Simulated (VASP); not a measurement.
The system is HfO2.

```
Hf O
1.0
     0.00000    2.54881    2.54881
     2.54881    0.00000    2.54881
     2.54881    2.54881    0.00000
Hf O
1 2
Direct
  0.00000 0.00000 0.00000
  0.25000 0.25000 0.25000
  0.75000 0.75000 0.75000
```

| Item | Value |
| --- | --- |
| Program | VASP 6.6.1 |
| Task | relaxation of cell and atoms |
| Functional | LDA |
| Potentials or basis | VASP PAW LDA potentials, release 64 (Hf_pv, O) |
| Cutoff | 600 eV |
| k mesh | 8 × 8 × 8 |
| Occupations | fermi-dirac, width 0.02 eV |
| Spin | no spin polarisation |

At the start: pressure -17.5 GPa; volume 11.04 Å³/atom.

Problem. Where does the relaxation end?

Solution. Over 7 steps the energy falls by 43.3 meV/atom and the volume is 10.29 Å³/atom (-6.8 %); space group Fm-3m (No. 225, to 0.1 Å) before and after.

The path:
```
step  energy change (eV)  largest force (eV/Å)  pressure (GPa)  volume (Å³)
   1              0.0000                0.0000          -17.45        33.12
   2              0.2326                0.0000           40.03        27.68
   3             -0.1297                0.0000           -0.62        30.94
   4             -0.1299                0.0000           -0.09        30.88
   5             -0.1298                0.0000            0.32        30.84
   6             -0.1298                0.0000           -0.43        30.92
   7             -0.1299                0.0000            0.00        30.88
```

Final structure:
```
CELL_PARAMETERS angstrom
0.00000 2.48997 2.48997
2.48997 0.00000 2.48997
2.48997 2.48997 0.00000
ATOMIC_POSITIONS crystal
Hf 0.00000 0.00000 0.00000
O 0.25000 0.25000 0.25000
O 0.75000 0.75000 0.75000
```
